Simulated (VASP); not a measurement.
## Mo: single point with PBEsol

Mo:

```
Mo
1.0
     2.73678    0.00000    0.00000
    -1.36839    2.37013    0.00000
     0.00000    0.00000    2.51256
Mo
1
Direct
  0.00000 0.00000 0.50000
```

```json
{
  "Program": "VASP 6.6.1",
  "Task": "single point",
  "Functional": "PBEsol",
  "Potentials or basis": "VASP PAW PBE potentials, release 64 (Mo_sv)",
  "Cutoff": "520 eV",
  "k mesh": "14 × 14 × 13",
  "Occupations": "gaussian, width 0.1 eV",
  "Spin": "no spin polarisation"
}
```

The pressure is 0.6 GPa and the band gap on the k mesh is zero (band 7 reaches 12.66 eV, above the bottom of band 8 at 10.70 eV).

Stress tensor (GPa, compression positive):
```
0.46 0.00 0.00
0.00 0.46 0.00
0.00 0.00 0.76
```

Levels at points of the mesh, in eV from the Fermi level:
| k point | band 5 | band 6 | band 7 | band 8 | band 9 | band 10 |
| --- | --- | --- | --- | --- | --- | --- |
| (0.00, 0.00, 0.00) | -6.74 | -4.30 | -0.84 | -0.84 | 4.41 | 4.41 |
| (0.50, 0.00, 0.00) | -4.88 | -3.14 | 1.12 | 1.35 | 3.75 | 4.52 |

It took 18 s on 1 thread of Intel Xeon 6975P-C, with other jobs on the host, peak memory 0.15 GiB.

Caveat: the PAW data sets were made with another functional, which shifts forces and pressure a little.
